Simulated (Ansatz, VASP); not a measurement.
One calculation of GaP, two programs

The input INCAR:

```
SYSTEM = GaP
ALGO = Normal ; EDIFF = 1E-6
ENCUT = 500 ; GGA_COMPAT = .FALSE.
ISIF = 2 ; ISMEAR = 0
LASPH = .TRUE. ; LCHARG = .FALSE.
LREAL = .FALSE. ; LWAVE = .FALSE.
NBANDS = 16 ; NELM = 120
PREC = Accurate ; SIGMA = 0.02
```

File KPOINTS:

```
k-points
0
G
  8 8 8
  0 0 0
```

POSCAR

```
GaP
1.0
    0.0000000000      2.7485193691      2.7485193691
    2.7485193691      0.0000000000      2.7485193691
    2.7485193691      2.7485193691      0.0000000000
Ga P
1 1
Direct
    0.0000000000      0.0000000000      0.0000000000
    0.2500000000      0.2500000000      0.2500000000
```

Input for Ansatz:

```yaml
crystal:
  lattice:
    - [0.0, 2.7485193691, 2.7485193691]
    - [2.7485193691, 0.0, 2.7485193691]
    - [2.7485193691, 2.7485193691, 0.0]
  atoms:
    - { symbol: Ga, position: [0.0, 0.0, 0.0] }
    - { symbol: P, position: [0.25, 0.25, 0.25] }
basis:
  ecutwfc: 420
kpoints:
  mp_grid: { grid: [8, 8, 8] }
hamiltonian:
  xc: lda
scf:
  occupations: { method: gaussian, width: 0.02 }
output:
  forces: true
  stress: true
  eigenvalues: true
  write_density: true
  write_potential: true
  elf: true
  volumetric_format: npy
```

Alike in both runs: task single point; functional LDA; k mesh 8 × 8 × 8; occupations gaussian, width 0.02 eV; no spin polarisation.

```csv
,VASP,Ansatz
version,VASP 6.6.1,Ansatz 0.2.0
potentials or method,"VASP PAW LDA potentials, release 64 (Ga_d, P), cutoff 500 eV","scalar-relativistic, plane waves, PAW"
valence electrons in the cell,18,18
```

VASP gave:

- gap on the k mesh at the Fermi level (eV): 1.43
- least direct gap on the mesh (eV): 1.43
- pressure (GPa): -4.6

Question: Which values does Ansatz return?

Answer: gap on the k mesh at the Fermi level (eV): 1.40; least direct gap on the mesh (eV): 1.40; pressure (GPa): -4.6.

LDA's correlation is that of Perdew and Zunger in VASP and of Perdew and Wang (1992) in Ansatz.
